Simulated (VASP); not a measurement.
# NaF (Villiaumite) (Fm-3m) in VASP: notebook, part 2 of 2

VASP 6.6.1. The steps go on from the part before.

### Step 5. Single point, LDA

This run uses another cell than the first one, of 13.24 Å³/atom, 1.060 times its volume.

Input file INCAR:

```
SYSTEM = NaF
  ALGO = Normal
  EDIFF = 1E-6
  ENCUT = 520
  ISIF = 2
  ISMEAR = -1
  LASPH = .True.
  LCHARG = .False.
  LREAL = .False.
  LWAVE = .False.
  NBANDS = 14
  NELM = 80
  PREC = Accurate
  SIGMA = 0.05
```

Input file KPOINTS:

```
k-points
0
Gamma
  10 10 10
  0 0 0
```

Input file POSCAR:

```
NaF
1.0
    0.0000000000      2.3655017480      2.3655017480
    2.3655017480      0.0000000000      2.3655017480
    2.3655017480      2.3655017480      0.0000000000
Na F
1 1
Direct
    0.0000000000      0.0000000000      0.0000000000
    0.5000000000      0.5000000000      0.5000000000
```

Potentials or basis: VASP PAW LDA potentials, release 64 (Na_pv, F).

Launch:

```bash
> cat potpaw_LDA.64/Na_pv/POTCAR potpaw_LDA.64/F/POTCAR > POTCAR
> mpirun -np 1 vasp_std > vasp.out
```

OUTCAR:

```text
SYSTEM = NaF
   EDIFF = 1E-6
   ENCUT = 520
   ISIF = 2
   ISMEAR = -1
   LASPH = .True.
   LREAL = .False.
   NELM = 80
   PREC = Accurate

 ion  position               nearest neighbor table
   1  0.000  0.000  0.000-
   2  0.500  0.500  0.500-

  LATTYP: Found a face centered cubic cell.
 ALAT       =     4.7310034960

  Lattice vectors:

 A1 = (   0.0000000000,   2.3655017480,   2.3655017480)
 A2 = (   2.3655017480,   0.0000000000,   2.3655017480)
 A3 = (   2.3655017480,   2.3655017480,   0.0000000000)

Analysis of symmetry for initial positions (statically):
=====================================================================
 Subroutine PRICEL returns:
 Original cell was already a primitive cell.

 Routine SETGRP: Setting up the symmetry group for a
 face centered cubic supercell.

 Subroutine GETGRP returns: Found 48 space group operations
 (whereof 48 operations were pure point group operations)
 out of a pool of 48 trial point group operations.

The static configuration has the point symmetry O_h .

Analysis of symmetry for dynamics (positions and initial velocities):
=====================================================================
 Subroutine PRICEL returns:
 Original cell was already a primitive cell.

 Routine SETGRP: Setting up the symmetry group for a
 face centered cubic supercell.

 Subroutine GETGRP returns: Found 48 space group operations
 (whereof 48 operations were pure point group operations)
 out of a pool of 48 trial point group operations.

The dynamic configuration has the point symmetry O_h .

 Subroutine INISYM returns: Found 48 space group operations
 (whereof 48 operations are pure point group operations),
 and found     1 'primitive' translations

----------------------------------------------------------------------------------------

                                     Primitive cell

  volume of cell :      26.4728

  direct lattice vectors                    reciprocal lattice vectors
     0.000000000  2.365501748  2.365501748    -0.211371647  0.211371647  0.211371647
     2.365501748  0.000000000  2.365501748     0.211371647 -0.211371647  0.211371647
     2.365501748  2.365501748  0.000000000     0.211371647  0.211371647 -0.211371647

  length of vectors
     3.345324654  3.345324654  3.345324654     0.366106432  0.366106432  0.366106432

  position of ions in fractional coordinates (direct lattice)
     0.000000000  0.000000000  0.000000000
     0.500000000  0.500000000  0.500000000

  ion indices of the primitive-cell ions
   primitive index   ion index
                 1           1
                 2           2

----------------------------------------------------------------------------------------

 KPOINTS: k-points

Automatic generation of k-mesh.
 Grid dimensions read from file:
 generate k-points for:   10   10   10

 Generating k-lattice:

  Cartesian coordinates                     Fractional coordinates (reciprocal lattice)
    -0.021137165  0.021137165  0.021137165     0.100000000  0.000000000  0.000000000
     0.021137165 -0.021137165  0.021137165     0.000000000  0.100000000  0.000000000
     0.021137165  0.021137165 -0.021137165     0.000000000  0.000000000  0.100000000

  Length of vectors
     0.036610643  0.036610643  0.036610643

  Shift w.r.t. Gamma in fractional coordinates (k-lattice)
     0.000000000  0.000000000  0.000000000

 Subroutine IBZKPT returns following result:
 ===========================================

 Found     47 irreducible k-points:

 Following reciprocal coordinates:
            Coordinates               Weight
  0.000000  0.000000  0.000000      1.000000
  0.100000  0.000000  0.000000      8.000000
  0.200000  0.000000  0.000000      8.000000
  0.300000  0.000000  0.000000      8.000000
  0.400000  0.000000  0.000000      8.000000
  0.500000  0.000000  0.000000      4.000000
[... 16 lines left out ...]
  0.300000  0.300000  0.000000      6.000000
  0.400000  0.300000  0.000000     24.000000
 [... further k-points ...]
   k-points           NKPTS =     47   k-points in BZ     NKDIM =     47   number of bands    NBANDS=     14
   number of dos      NEDOS =    301   number of ions     NIONS =      2
   total plane-waves  NPLWV =  21952
   dimension x,y,z NGX =    28 NGY =   28 NGZ =   28
   dimension x,y,z NGXF=    56 NGYF=   56 NGZF=   56
   ions per type =               1   1
   NGX,Y,Z   is equivalent  to a cutoff of  13.91, 13.91, 13.91 a.u.
   NGXF,Y,Z  is equivalent  to a cutoff of  27.83, 27.83, 27.83 a.u.
 SYSTEM =  NaF
   PREC   = accura    normal or accurate (medium, high low for compatibility)
   ISTART =      0    job   : 0-new  1-cont  2-samecut
   ICHARG =      2    charge: 1-file 2-atom 10-const
   ISPIN  =      1    spin polarized calculation?
   LNONCOLLINEAR =      F non collinear calculations
   LSORBIT =      F    spin-orbit coupling
   LASPH  =      T    aspherical Exc in radial PAW
   ENCUT  =  520.0 eV  38.22 Ry    6.18 a.u.   6.22  6.22  6.22*2*pi/ulx,y,z
   NELM   =     80;   NELMIN=  2; NELMDL= -5     # of ELM steps
   EDIFF  = 0.1E-05   stopping-criterion for ELM
   LREAL  =      F    real-space projection
   EDIFFG = 0.1E-04   stopping-criterion for IOM
   NSW    =      0    number of steps for IOM
   IBRION =     -1    ionic relax: 0-MD 1-quasi-New 2-CG
   NFREE  =      0    steps in history (QN), initial steepest desc. (CG)
   ISIF   =      2    stress and relaxation
   ISYM   =      2    0-nonsym 1-usesym 2-fastsym
   POTIM  = 0.5000    time-step for ionic-motion
   TEBEG  =    0.0;   TEEND  =   0.0 temperature during run
   PSTRESS=    0.0 pullay stress
   NELECT =      14.0000    total number of electrons
   NUPDOWN=      -1.0000    fix difference up-down
   EMIN   =  10.00;   EMAX   =-10.00  energy-range for DOS
   EFERMI =   0.00;   METHOD = LEGACY
   ISMEAR =    -1;   SIGMA  =   0.05  broadening in eV -4-tet -1-fermi 0-gaus
   EFERMI_NEDOS =   21; number of points for ismear=-14 and -15
   IALGO  =     38    algorithm
   IMIX   =      4    mixing-type and parameters
     AMIX     =   0.40;   BMIX     =  1.00
     AMIX_MAG =   1.60;   BMIX_MAG =  1.00
  volume/ion in A,a.u.               =      13.24        89.32
  Fermi-wavevector in a.u.,A,eV,Ry     =   1.323887  2.501784 23.846614  1.752677
  Thomas-Fermi vector in A             =   2.453462
   LORBIT       =      0    0 simple, 1 ext, 2 COOP (PROOUT), +10 PAW based schemes
   GGA     = CA    functional components
   LHFCALC =     F    Hartree Fock is set to
   AEXX    =    0.0000 exact exchange contribution
   IVDW    =     0    specifies the selected vdW correction
   LEPSILON=     F    determine dielectric tensor
   LRPA    =     F    only Hartree local field effects (RPA)
 non-spin polarized calculation
  energy-cutoff  :      520.00
  volume of cell :       26.47
 maximum number of plane-waves:       728
 NGX is ok and might be reduce to    28
   NGX = 13   NGY = 13   NGZ = 13

 number of electron      14.0000000 magnetization

 Free energy of the ion-electron system (eV)
  ---------------------------------------------------
  ext. energy  EPLUGINS =         0.00000000
  ---------------------------------------------------
  free energy    TOTEN  =        -9.25258223 eV

  energy without entropy =       -9.25258223  energy(sigma->0) =       -9.25258223

 E-fermi :  -1.7211     XC(G=0):  -9.6358

 val. band max:       -2.7668448778   @ k =   0.0000   0.0000   0.0000
 cond. band min:       2.8750293345   @ k =   0.0000   0.0000   0.0000
 fundamental gap:      5.6418742123
 Fermi energy:        -1.7210798353

 k-point     1 :       0.0000    0.0000    0.0000
  band No.  band energies     occupation
      1     -21.7128      2.00000
      2     -21.7128      2.00000
      3     -21.7128      2.00000
      4     -21.4258      2.00000
      5      -2.7668      2.00000
      6      -2.7668      2.00000
      7      -2.7668      2.00000
      8       2.8750      0.00000
      9      15.3394      0.00000
     10      15.3394      0.00000
     11      15.3394      0.00000
     12      18.0229      0.00000
     13      20.1831      0.00000
     14      20.1831      0.00000
[... 375 lines left out ...]
 k-point    24 :       0.4000    0.3000    0.0000
  band No.  band energies     occupation
      1     -21.9959      2.00000
      2     -21.7536      2.00000
      3     -21.7472      2.00000
      4     -21.0245      2.00000
      5      -3.9014      2.00000
      6      -3.1339      2.00000
      7      -3.0801      2.00000
      8       6.9936      0.00000
      9      10.3689      0.00000
     10      12.9242      0.00000
     11      15.6983      0.00000
     12      15.7159      0.00000
     13      21.2643      0.00000
     14      22.6864      0.00000

 [... further k-points ...]
[... 5 lines left out ...]
  --------------------------------------------------------------------------------------
  -------------------------------------------------------------------------------------
  Total       -1.0805129     -1.0805129     -1.0805129      0.0000000     -0.0000000      0.0000000
  in kB      -65.3944260    -65.3944260    -65.3944260      0.0000000     -0.0000000      0.0000000
  external PRESSURE =     -65.3944260 kB  Pullay stress =       0.0000000 kB

 VOLUME and BASIS-vectors are now :
 -----------------------------------------------------------------------------
  energy-cutoff  :      520.00
  volume of cell :       26.47
      direct lattice vectors                 reciprocal lattice vectors
     0.000000000  2.365501748  2.365501748    -0.211371647  0.211371647  0.211371647
     2.365501748  0.000000000  2.365501748     0.211371647 -0.211371647  0.211371647
     2.365501748  2.365501748  0.000000000     0.211371647  0.211371647 -0.211371647

 POSITION                                       TOTAL-FORCE (eV/Angst)
 -----------------------------------------------------------------------------------
      0.00000      0.00000      0.00000         0.000000      0.000000     -0.000000
      2.36550      2.36550      2.36550        -0.000000     -0.000000      0.000000
 -----------------------------------------------------------------------------------
    total drift:                                0.000000      0.000000      0.000000

  FREE ENERGIE OF THE ION-ELECTRON SYSTEM (eV)
  ---------------------------------------------------
  free  energy   TOTEN  =        -9.2525822336 eV

  energy  without entropy=       -9.2525822335  energy(sigma->0) =       -9.25258223
```

OSZICAR:

```text
N       E                     dE             d eps       ncg     rms          rms(c)
DAV:   1     0.106320736755E+03    0.10632E+03   -0.77692E+03  1334   0.118E+03
DAV:   2    -0.447139337126E+01   -0.11079E+03   -0.10319E+03  1400   0.336E+02
DAV:   3    -0.100725961039E+02   -0.56012E+01   -0.55882E+01  1646   0.680E+01
DAV:   4    -0.101173717142E+02   -0.44776E-01   -0.44773E-01  1472   0.649E+00
DAV:   5    -0.101177964426E+02   -0.42473E-03   -0.42473E-03  1652   0.644E-01    0.509E+00
DAV:   6    -0.930141970184E+01    0.81638E+00   -0.29687E+00  1556   0.145E+01    0.188E+00
DAV:   7    -0.926930211470E+01    0.32118E-01   -0.39836E-02  1352   0.200E+00    0.987E-01
DAV:   8    -0.925260581899E+01    0.16696E-01   -0.26064E-02  1448   0.353E+00    0.149E-01
DAV:   9    -0.925268747723E+01   -0.81658E-04   -0.22374E-03  1628   0.501E-01    0.108E-01
DAV:  10    -0.925258598525E+01    0.10149E-03   -0.63785E-04  1490   0.202E-01    0.161E-02
DAV:  11    -0.925258229893E+01    0.36863E-05   -0.20677E-05  1602   0.812E-02    0.229E-03
DAV:  12    -0.925258223358E+01    0.65357E-07   -0.17906E-06  1206   0.152E-02
   1 F= -.92525822E+01 E0= -.92525822E+01  d E =-.967289E-10
```

stdout:

```text
POSCAR found type information on POSCAR NaF
 POSCAR found :  2 types and       2 ions
 scaLAPACK will be used
 LDA part: xc-table for (Slater(with rela. corr.)+CA(PZ))
 , standard interpolation
 POSCAR, INCAR and KPOINTS ok, starting setup
 FFT: planning ... GRIDC
 FFT: planning ... GRID_SOFT
 FFT: planning ... GRID
 WAVECAR not read
 entering main loop
```

Wall time 14 s (1 thread of Intel Xeon Platinum 8259CL at 2.50GHz (Skylake/Cascade Lake), shared host); peak memory 0.14 GiB.

What came out:

```
Free energy            : -9.2526 eV
Pressure               : -6.5 GPa
Band gap on the k mesh : 5.64 eV, direct
```

A k mesh can miss the band edges.

### Step 6. The runs side by side

```csv
cell,gap on the mesh (eV),pressure (GPa)
"a = 3.281 Å, angles 60.0°, 2 atoms",5.93,-4.6
"a = 3.303 Å, angles 60.0°, 2 atoms",5.83,-5.3
"a = 3.324 Å, angles 60.0°, 2 atoms",5.74,-6.0
"a = 3.345 Å, angles 60.0°, 2 atoms",5.64,-6.5
```

Alike in all rows: task single point; level LDA; potentials or basis VASP PAW LDA potentials, release 64 (Na_pv, F); no spin polarisation; k mesh 10 × 10 × 10; cutoff (eV) 520; smearing fermi-dirac 0.05 eV.

Absolute energies hang on the potentials; compare differences alone.
